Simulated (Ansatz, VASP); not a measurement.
C: VASP beside Ansatz

```
CELL_PARAMETERS angstrom
0.00000 2.13604 4.31035
1.23324 0.00000 4.31035
1.23324 2.13604 0.00000
ATOMIC_POSITIONS crystal
C 0.16667 0.83333 0.16667
C 0.83333 0.16667 0.83333
```

Alike in both runs: task relaxation of cell and atoms; functional PBE; k mesh 14 × 14 × 14; occupations gaussian, width 0.02 eV; no spin polarisation.

|  | VASP | Ansatz |
| --- | --- | --- |
| version | VASP 6.6.1 | Ansatz 0.2.0 |
| potentials or method | VASP PAW PBE potentials, release 64 (C), cutoff 600 eV | scalar-relativistic, plane waves, PAW |
| valence electrons in the cell | 8 | 8 |

|  | VASP | Ansatz | Ansatz less VASP |
| --- | --- | --- | --- |
| gap on the k mesh at the Fermi level, each at its own relaxed structure (eV) | 0.94 | 1.04 | +0.104 |
| relaxed volume (Å³/atom) | 10.66 | 11.35 | +0.695 |
| relaxed cell length with the largest relative difference (Å) | 4.230 | 4.483 | +0.2531 |

One of these differences is far larger than is usual between the two programs; its cause wasn't traced.
